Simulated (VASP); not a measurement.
# Mg2O5 (cubic X2O5 type) (Pn-3m) in VASP: a series of runs

The runs below take Mg2O5 (cubic X2O5 type) through single point, with PBE.

Everything below comes from runs of VASP 6.6.1. Logs are shortened: lines on timing, memory, paths and dates and some standing lists are left out, and cuts for length are marked.

**1. The cell of the first run**

Symmetry: Pn-3m, No. 224, cubic system. Conventional cell: a = 5.144 Å, b = 5.144 Å, c = 5.144 Å, α = 90.00°, β = 90.00°, γ = 90.00°. Mg (site symmetry -3m) has 12 O at 2.23 to 2.57 Å within 2.9 Å. Within 2.9 Å of O (site symmetry -3m) lie 6 O at 2.23 Å and 6 Mg at 2.57 Å. O (site symmetry -42m) has 4 Mg at 2.23 Å and 8 O at 2.23 to 2.57 Å within 2.9 Å.

**2. Single point, PBE**

File INCAR:

```
SYSTEM = Mg2O5
ALGO = Normal ; EDIFF = 1E-7
ENCUT = 520 ; GGA = PE
ISIF = 2 ; ISMEAR = -1
LASPH = .True. ; LCHARG = .True.
LELF = .True. ; LREAL = .False.
LVHAR = .True. ; LWAVE = .False.
NBANDS = 47 ; NELM = 80
PREC = Accurate ; SIGMA = 0.06122561905347299
```

File KPOINTS:

```
k-points
0
Gamma
  11 11 11
  0 0 0
```

File POSCAR:

```
Mg2O5
1.0
    5.1440509639      0.0000000000      0.0000000000
    0.0000000000      5.1440509639      0.0000000000
    0.0000000000      0.0000000000      5.1440509639
Mg O
4 10
Direct
    0.0000000000      0.0000000000      0.0000000000
    0.5000000000      0.5000000000      0.0000000000
    0.5000000000      0.0000000000      0.5000000000
    0.0000000000      0.5000000000      0.5000000000
    0.5000000000      0.0000000000      0.0000000000
    0.0000000000      0.5000000000      0.0000000000
    0.0000000000      0.0000000000      0.5000000000
    0.5000000000      0.5000000000      0.5000000000
    0.7500000000      0.7500000000      0.2500000000
    0.7500000000      0.2500000000      0.7500000000
    0.2500000000      0.7500000000      0.7500000000
    0.7500000000      0.2500000000      0.2500000000
    0.2500000000      0.7500000000      0.2500000000
    0.2500000000      0.2500000000      0.7500000000
```

Potentials or basis: VASP PAW PBE potentials, release 64 (Mg, O).

Launch:

```bash
$ cat potpaw_PBE.64/Mg/POTCAR potpaw_PBE.64/O/POTCAR > POTCAR
$ mpirun -np 1 vasp_std > vasp.out
```

OUTCAR:

```text
SYSTEM = Mg2O5
   EDIFF = 1E-7
   ENCUT = 520
   GGA = PE
   ISIF = 2
   ISMEAR = -1
   LASPH = .True.
   LREAL = .False.
   NELM = 80
   PREC = Accurate

 ion  position               nearest neighbor table
   1  0.000  0.000  0.000-   9 2.23  10 2.23  11 2.23  12 2.23  13 2.23  14 2.23   5 2.57   6 2.57
                             7 2.57   7 2.57   6 2.57   5 2.57   3 3.64   4 3.64   2 3.64   2 3.64
   2  0.500  0.500  0.000-   9 2.23  10 2.23  11 2.23  12 2.23  13 2.23  14 2.23   5 2.57   6 2.57
                             8 2.57   8 2.57   5 2.57   6 2.57   3 3.64   4 3.64   1 3.64   1 3.64
   3  0.500  0.000  0.500-   9 2.23  10 2.23  11 2.23  12 2.23  13 2.23  14 2.23   5 2.57   7 2.57
                             8 2.57   5 2.57   8 2.57   7 2.57   1 3.64   2 3.64   1 3.64   2 3.64
   4  0.000  0.500  0.500-   9 2.23  10 2.23  11 2.23  12 2.23  13 2.23  14 2.23   6 2.57   7 2.57
                             8 2.57   6 2.57   7 2.57   8 2.57   1 3.64   2 3.64   1 3.64   1 3.64
   5  0.500  0.000  0.000-   1 2.57   2 2.57   3 2.57   3 2.57   2 2.57   1 2.57
   6  0.000  0.500  0.000-   1 2.57   2 2.57   4 2.57   4 2.57   1 2.57   2 2.57
   7  0.000  0.000  0.500-   1 2.57   3 2.57   4 2.57   1 2.57   4 2.57   3 2.57
   8  0.500  0.500  0.500-   2 2.57   3 2.57   4 2.57   2 2.57   3 2.57   4 2.57
   9  0.750  0.750  0.250-   1 2.23   2 2.23   3 2.23   4 2.23
  10  0.750  0.250  0.750-   1 2.23   2 2.23   3 2.23   4 2.23
  11  0.250  0.750  0.750-   1 2.23   2 2.23   3 2.23   4 2.23
  12  0.750  0.250  0.250-   1 2.23   2 2.23   3 2.23   4 2.23
  13  0.250  0.750  0.250-   1 2.23   2 2.23   3 2.23   4 2.23
  14  0.250  0.250  0.750-   1 2.23   2 2.23   3 2.23   4 2.23

  LATTYP: Found a simple cubic cell.
 ALAT       =     5.1440509639

  Lattice vectors:

 A1 = (   5.1440509639,   0.0000000000,   0.0000000000)
 A2 = (   0.0000000000,   5.1440509639,   0.0000000000)
 A3 = (   0.0000000000,   0.0000000000,   5.1440509639)

Analysis of symmetry for initial positions (statically):
=====================================================================
 Subroutine PRICEL returns:
 Original cell was already a primitive cell.

 Routine SETGRP: Setting up the symmetry group for a
 simple cubic supercell.

 Subroutine GETGRP returns: Found 48 space group operations
 (whereof 12 operations were pure point group operations)
 out of a pool of 48 trial point group operations.

The static configuration has the point symmetry D_3d.
 The point group associated with its full space group is O_h .

Analysis of symmetry for dynamics (positions and initial velocities):
=====================================================================
 Subroutine PRICEL returns:
 Original cell was already a primitive cell.

 Routine SETGRP: Setting up the symmetry group for a
 simple cubic supercell.

 Subroutine GETGRP returns: Found 48 space group operations
 (whereof 12 operations were pure point group operations)
 out of a pool of 48 trial point group operations.

The dynamic configuration has the point symmetry D_3d.
 The point group associated with its full space group is O_h .

 Subroutine INISYM returns: Found 48 space group operations
 (whereof 12 operations are pure point group operations),
 and found     1 'primitive' translations

----------------------------------------------------------------------------------------

                                     Primitive cell

  volume of cell :     136.1181

  direct lattice vectors                    reciprocal lattice vectors
     5.144050964  0.000000000  0.000000000     0.194399318  0.000000000  0.000000000
     0.000000000  5.144050964  0.000000000     0.000000000  0.194399318  0.000000000
     0.000000000  0.000000000  5.144050964     0.000000000  0.000000000  0.194399318

  length of vectors
     5.144050964  5.144050964  5.144050964     0.194399318  0.194399318  0.194399318

  position of ions in fractional coordinates (direct lattice)
     0.000000000  0.000000000  0.000000000
     0.500000000  0.500000000  0.000000000
     0.500000000  0.000000000  0.500000000
     0.000000000  0.500000000  0.500000000
     0.500000000  0.000000000  0.000000000
     0.000000000  0.500000000  0.000000000
     0.000000000  0.000000000  0.500000000
     0.500000000  0.500000000  0.500000000
[... 36 lines left out ...]
     0.000000000  0.017672665  0.000000000     0.000000000  0.090909091  0.000000000
     0.000000000  0.000000000  0.017672665     0.000000000  0.000000000  0.090909091

  Length of vectors
     0.017672665  0.017672665  0.017672665

  Shift w.r.t. Gamma in fractional coordinates (k-lattice)
     0.000000000  0.000000000  0.000000000

 Subroutine IBZKPT returns following result:
 ===========================================

 Found     56 irreducible k-points:

 Following reciprocal coordinates:
            Coordinates               Weight
  0.000000  0.000000  0.000000      1.000000
  0.090909  0.000000  0.000000      6.000000
  0.181818  0.000000  0.000000      6.000000
  0.272727  0.000000  0.000000      6.000000
  0.363636  0.000000  0.000000      6.000000
  0.454545  0.000000  0.000000      6.000000
[... 16 lines left out ...]
  0.181818  0.090909  0.090909     24.000000
  0.272727  0.090909  0.090909     24.000000
 [... further k-points ...]
   k-points           NKPTS =     56   k-points in BZ     NKDIM =     56   number of bands    NBANDS=     47
   number of dos      NEDOS =    301   number of ions     NIONS =     14
   total plane-waves  NPLWV =  64000
   dimension x,y,z NGX =    40 NGY =   40 NGZ =   40
   dimension x,y,z NGXF=    80 NGYF=   80 NGZF=   80
   ions per type =               4  10
   NGX,Y,Z   is equivalent  to a cutoff of  12.93, 12.93, 12.93 a.u.
   NGXF,Y,Z  is equivalent  to a cutoff of  25.85, 25.85, 25.85 a.u.
 SYSTEM =  Mg2O5
   PREC   = accura    normal or accurate (medium, high low for compatibility)
   ISTART =      0    job   : 0-new  1-cont  2-samecut
   ICHARG =      2    charge: 1-file 2-atom 10-const
   ISPIN  =      1    spin polarized calculation?
   LNONCOLLINEAR =      F non collinear calculations
   LSORBIT =      F    spin-orbit coupling
   LASPH  =      T    aspherical Exc in radial PAW
   ENCUT  =  520.0 eV  38.22 Ry    6.18 a.u.   9.56  9.56  9.56*2*pi/ulx,y,z
   NELM   =     80;   NELMIN=  2; NELMDL= -5     # of ELM steps
   EDIFF  = 0.1E-06   stopping-criterion for ELM
   LREAL  =      F    real-space projection
   EDIFFG = 0.1E-05   stopping-criterion for IOM
   NSW    =      0    number of steps for IOM
   IBRION =     -1    ionic relax: 0-MD 1-quasi-New 2-CG
   NFREE  =      0    steps in history (QN), initial steepest desc. (CG)
   ISIF   =      2    stress and relaxation
   ISYM   =      2    0-nonsym 1-usesym 2-fastsym
   POTIM  = 0.5000    time-step for ionic-motion
   TEBEG  =    0.0;   TEEND  =   0.0 temperature during run
   PSTRESS=    0.0 pullay stress
   NELECT =      68.0000    total number of electrons
   NUPDOWN=      -1.0000    fix difference up-down
   EMIN   =  10.00;   EMAX   =-10.00  energy-range for DOS
   EFERMI =   0.00;   METHOD = LEGACY
   ISMEAR =    -1;   SIGMA  =   0.06  broadening in eV -4-tet -1-fermi 0-gaus
   EFERMI_NEDOS =   21; number of points for ismear=-14 and -15
   IALGO  =     38    algorithm
   IMIX   =      4    mixing-type and parameters
     AMIX     =   0.40;   BMIX     =  1.00
     AMIX_MAG =   1.60;   BMIX_MAG =  1.00
  volume/ion in A,a.u.               =       9.72        65.61
  Fermi-wavevector in a.u.,A,eV,Ry     =   1.298990  2.454736 22.958138  1.687376
  Thomas-Fermi vector in A             =   2.430283
   LORBIT       =      0    0 simple, 1 ext, 2 COOP (PROOUT), +10 PAW based schemes
   GGA     = PE    functional components
   LHFCALC =     F    Hartree Fock is set to
   AEXX    =    0.0000 exact exchange contribution
   IVDW    =     0    specifies the selected vdW correction
   LEPSILON=     F    determine dielectric tensor
   LRPA    =     F    only Hartree local field effects (RPA)
 non-spin polarized calculation
  energy-cutoff  :      520.00
  volume of cell :      136.12
 maximum number of plane-waves:      3743
 NGX is ok and might be reduce to    40
   NGX = 19   NGY = 19   NGZ = 19

 number of electron      68.0000061 magnetization

 Free energy of the ion-electron system (eV)
  ---------------------------------------------------
  ext. energy  EPLUGINS =         0.00000000
  ---------------------------------------------------
  free energy    TOTEN  =       -59.11320343 eV

  energy without entropy =      -58.84302187  energy(sigma->0) =      -58.97811265

 E-fermi :   3.0330     XC(G=0): -10.8140

 val. band max:        3.0325906659   @ k =   0.3636   0.2727   0.0000
 cond. band min:       3.0390832967   @ k =   0.2727   0.2727   0.1818
 fundamental gap:      0.0064926308
 Fermi energy:         3.0329538221

 k-point     1 :       0.0000    0.0000    0.0000
  band No.  band energies     occupation
      1     -16.7776      2.00000
      2     -14.5912      2.00000
      3     -14.5912      2.00000
      4     -14.4660      2.00000
      5     -14.4660      2.00000
      6     -14.4660      2.00000
[... 1165 lines left out ...]
     45      11.6511      0.00000
     46      13.5592      0.00000

 [... further k-points ...]

 [bands above 46 left out]

------------------------ aborting loop because EDIFF is reached ----------------------------------------

  FORCE on cell =-STRESS in cart. coord.  units (eV):
  Direction    XX          YY          ZZ          XY          YZ          ZX
  --------------------------------------------------------------------------------------
  -------------------------------------------------------------------------------------
  Total        1.5185911      1.5185911      1.5185911     -0.0000000      0.0000000      0.0000000
  in kB       17.8745718     17.8745718     17.8745718     -0.0000000      0.0000000      0.0000000
  external PRESSURE =      17.8745718 kB  Pullay stress =       0.0000000 kB

 VOLUME and BASIS-vectors are now :
 -----------------------------------------------------------------------------
  energy-cutoff  :      520.00
  volume of cell :      136.12
      direct lattice vectors                 reciprocal lattice vectors
     5.144050964  0.000000000  0.000000000     0.194399318  0.000000000  0.000000000
     0.000000000  5.144050964  0.000000000     0.000000000  0.194399318  0.000000000
     0.000000000  0.000000000  5.144050964     0.000000000  0.000000000  0.194399318

 POSITION                                       TOTAL-FORCE (eV/Angst)
 -----------------------------------------------------------------------------------
      0.00000      0.00000      0.00000        -0.000000     -0.000000      0.000000
      2.57203      2.57203      0.00000        -0.000000     -0.000000      0.000000
      2.57203      0.00000      2.57203        -0.000000     -0.000000      0.000000
      0.00000      2.57203      2.57203        -0.000000     -0.000000      0.000000
      2.57203      0.00000      0.00000        -0.000000     -0.000000      0.000000
      0.00000      2.57203      0.00000        -0.000000     -0.000000      0.000000
      0.00000      0.00000      2.57203        -0.000000     -0.000000      0.000000
      2.57203      2.57203      2.57203        -0.000000     -0.000000      0.000000
      3.85804      3.85804      1.28601        -0.000000      0.000000     -0.000000
      3.85804      1.28601      3.85804         0.000000      0.000000     -0.000000
      1.28601      3.85804      3.85804        -0.000000     -0.000000      0.000000
      3.85804      1.28601      1.28601         0.000000     -0.000000     -0.000000
      1.28601      3.85804      1.28601        -0.000000     -0.000000      0.000000
      1.28601      1.28601      3.85804         0.000000      0.000000      0.000000
 -----------------------------------------------------------------------------------
    total drift:                               -0.000000      0.000000      0.000000

  FREE ENERGIE OF THE ION-ELECTRON SYSTEM (eV)
  ---------------------------------------------------
  free  energy   TOTEN  =       -59.1132034312 eV

  energy  without entropy=      -58.8430218692  energy(sigma->0) =      -58.97811265
```

It took 9 min on 1 thread of Oxide Virtual Turin-like, shared host; peak memory 0.36 GiB.

What came out:

- Free energy: -59.1132 eV
- Pressure: 1.8 GPa
- Band gap on the k mesh: zero (bands 34 and 35 overlap by 0.29 eV)

Levels at points of the mesh, in eV from the Fermi level:
```tsv
k point	band 32	band 33	band 34	band 35	band 36	band 37
(0.00, 0.00, 0.00)	-0.09	-0.09	-0.09	0.30	0.30	0.30
```

Caveat: semilocal functionals underestimate gaps, and a narrow one can read as zero.

**3. Single point, PBE**

This run uses another cell than the first one, of 9.92 Å³/atom.

File INCAR:

```
PREC = Accurate
ENCUT = 520
EDIFF = 1E-6
ISMEAR = -1
SIGMA = 0.06122561905347299
LREAL = F
LASPH = T
NELM = 100
ALGO = Normal
ISIF = 2
LWAVE = F
LCHARG = F
GGA = PE
NBANDS = 47
```

File KPOINTS:

```
Automatic mesh
0
Gamma
  11 11 11
```

Edit POSCAR of step 2 so:

```diff
@@ -2,5 +2,5 @@
 1.0
-    5.1440509639      0.0000000000      0.0000000000
-    0.0000000000      5.1440509639      0.0000000000
-    0.0000000000      0.0000000000      5.1440509639
+    5.1788091193      0.0000000000      0.0000000000
+    0.0000000000      5.1788091193      0.0000000000
+    0.0000000000      0.0000000000      5.1788091193
 Mg O
```

Potentials or basis: VASP PAW PBE potentials, release 64 (Mg, O).

Launch:

```bash
$ cat potpaw_PBE.64/Mg/POTCAR potpaw_PBE.64/O/POTCAR > POTCAR
$ mpirun -np 1 vasp_std > vasp.out
```

Wall time 9.4 min (1 thread of Oxide Virtual Turin-like, shared host); peak memory 0.36 GiB.

It converged, with:

| Property | Result |
| --- | --- |
| Free energy | -59.1269 eV |
| Pressure | -0.7 GPa |
| Band gap on the k mesh | zero (bands 34 and 35 overlap by 0.27 eV) |

Levels at points of the mesh, in eV from the Fermi level:
```tsv
k point	band 31	band 32	band 33	band 34	band 35	band 36	band 37	band 38
(0.00, 0.00, 0.00)	-0.56	-0.08	-0.08	-0.08	0.29	0.29	0.29	0.39
```

Caveat: semilocal functionals underestimate gaps, and a narrow one can read as zero.
